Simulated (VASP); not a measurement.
Li: single point with PBE

The system is Li, a slab with vacuum.

```xyz
17
Lattice="6.9800 0.0000 0.0000 3.4900 4.9356 0.0000 0.0000 0.0000 20.4034" Properties=species:S:1:pos:R:3 pbc="T T T"
Li    0.0000    2.4678    1.0000
Li    3.4900    2.4678    1.0000
Li    1.7450    4.9356    1.0000
Li    5.2350    4.9356    1.0000
Li    0.0500   -0.1215    3.3646
Li    2.9183    0.6688    3.5863
Li    1.2238    3.0145    3.4117
Li    5.2663    2.4260    3.9138
Li   -0.8750    3.1356    6.6917
Li    3.5451    2.3883    6.0616
Li    1.8769    4.4857    5.9719
Li    4.3143    5.6251    6.1049
Li    0.5176   -0.9139    8.9408
Li    2.9745    0.5082    8.4056
Li    1.0660    2.5842    9.2519
Li    5.1733    1.0367    8.9270
Li    2.2997    0.2183   10.7510
```

* Program: VASP 6.6.1
* Task: single point
* Functional: PBE
* Potentials or basis: VASP PAW PBE potentials, release 64 (Li_sv)
* Cutoff: 520 eV
* k mesh: 3 × 3 × 1
* Occupations: fermi-dirac, width 0.05 eV
* Spin: no spin polarisation

The largest force is 0.901 eV/Å.

Forces in eV/Å, atoms in the order of the input:
```
Li  -0.082 -0.055  0.021
Li  -0.009  0.028  0.203
Li  -0.054  0.034  0.090
Li   0.024 -0.027 -0.006
Li  -0.118  0.022  0.020
Li   0.169 -0.161  0.069
Li   0.046  0.008  0.135
Li   0.154 -0.004 -0.307
Li   0.221 -0.009 -0.029
Li  -0.143 -0.265  0.155
Li  -0.489  0.195  0.115
Li   0.232  0.164  0.006
Li  -0.215 -0.235 -0.257
Li  -0.480 -0.050 -0.761
Li  -0.109  0.165 -0.171
Li   0.714  0.240  0.163
Li   0.139 -0.052  0.554
```

Levels at points of the mesh, in eV from the Fermi level:
| k point | band 21 | band 22 | band 23 | band 24 | band 25 | band 26 | band 27 | band 28 | band 29 | band 30 |
| --- | --- | --- | --- | --- | --- | --- | --- | --- | --- | --- |
| (0.00, 0.00, 0.00) | -0.89 | -0.08 | -0.02 | 0.05 | 0.11 | 0.20 | 0.29 | 0.33 | 0.49 | 0.79 |

It took 7.7 min on 1 thread of Oxide Virtual Turin-like Processor (shared host), peak memory 0.7 GiB.

Caveat: the k points lie up to 0.42 Å⁻¹ apart.
